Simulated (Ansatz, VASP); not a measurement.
# Two plane-wave programs on Ag

File POSCAR:

```
Ag
1.0
    0.0000000000      1.8282852595      2.5851953570
    1.8282852595      0.0000000000      2.5851953570
    1.8282852595      1.8282852595      0.0000000000
Ag
1
Direct
    0.0000000000      0.0000000000      0.0000000000
```

The input INCAR.step1:

```
SYSTEM = Ag
PREC = Accurate ; ENCUT = 520
ISMEAR = 0 ; SIGMA = 0.15
LREAL = .False. ; LASPH = .True.
NELM = 80 ; NBANDS = 12
GGA = PE ; ALGO = Normal
EDIFF = 1E-4 ; LWAVE = .True.
LCHARG = .False.
```

File INCAR.step2:

```
SYSTEM = Ag
PREC = Accurate ; ENCUT = 520
EDIFF = 1E-7 ; ISMEAR = 0
SIGMA = 0.15 ; LREAL = .False.
LASPH = .True. ; NELM = 80
ALGO = Normal ; ISIF = 2
LWAVE = .False. ; LCHARG = .True.
METAGGA = R2SCAN ; LMIXTAU = .True.
LELF = .True. ; LVHAR = .True.
NBANDS = 12 ; ISTART = 1
```

Contents of KPOINTS:

```
Automatic mesh
0
Gamma
  28 28 28
  0 0 0
```

Input for Ansatz:

```yaml
crystal:
  lattice:
    - [0.0, 1.8282852595, 2.585195357]
    - [1.8282852595, 0.0, 2.585195357]
    - [1.8282852595, 1.8282852595, 0.0]
  atoms:
    - { symbol: Ag, position: [0.0, 0.0, 0.0] }
basis:
  ecutwfc: 500
kpoints:
  mp_grid: { grid: [28, 28, 28] }
hamiltonian:
  xc: r2scan
scf:
  occupations: { method: gaussian, width: 0.15 }
output:
  forces: true
  stress: true
  eigenvalues: true
```

Alike in both runs: task single point; functional r2SCAN; k mesh 28 × 28 × 28; occupations gaussian, width 0.15 eV; no spin polarisation.

|  | VASP | Ansatz |
| --- | --- | --- |
| version | VASP 6.6.1 | Ansatz 0.2.0 |
| potentials or method | VASP PAW PBE potentials, release 64 (Ag), cutoff 520 eV | scalar-relativistic, plane waves, PAW |
| valence electrons in the cell | 11 | 19 |

```tsv
	VASP	Ansatz	Ansatz less VASP
gap on the k mesh at the Fermi level (eV)	none	none	-
pressure (GPa)	9.5	9.2	-0.28
traceless stress, the component that is largest in VASP (GPa)	-19.52	-19.22	+0.300
```

VASP's potentials were made for PBE, not for r2SCAN. A gap of «none» marks a metal or a gap that the smearing closes. VASP's potentials hold 11 valence electrons a cell and Ansatz's 19, so a difference there can come from the potentials and not from the codes.
